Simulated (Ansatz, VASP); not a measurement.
**One calculation of Si3P2, two programs**

```
Si P
1.0
     3.96933    0.00000    0.00000
    -1.98466    3.43754    0.00000
     0.00000    0.00000    6.22828
Si P
3 2
Direct
  0.00000 0.00000 0.36326
  0.00000 0.00000 0.63674
  0.00000 0.00000 0.00000
  0.66667 0.33333 0.50000
  0.66667 0.33333 0.00000
```

Alike in both runs: task single point; functional PBE; k mesh 6 × 6 × 4; occupations gaussian, width 0.1 eV; no spin polarisation.

|  | VASP | Ansatz |
| --- | --- | --- |
| version | VASP 6.6.1 | Ansatz 0.2.0 |
| potentials or method | VASP PAW PBE potentials, release 64 (Si, P), cutoff 520 eV | scalar-relativistic, plane waves, PAW |
| valence electrons in the cell | 22 | 22 |

Ansatz gave:

* gap on the k mesh at the Fermi level (eV): none
* rms of the force components (eV/Å): 7.073

Task: What did VASP give for the same quantities?

Result: gap on the k mesh at the Fermi level (eV): none; rms of the force components (eV/Å): 6.980.

Atom by atom the forces differ by 0.093 eV/Å (rms over components). A gap of «none» marks a metal or a gap that the smearing closes. With one functional, cell and mesh, what is left measures potentials, basis and numerics.
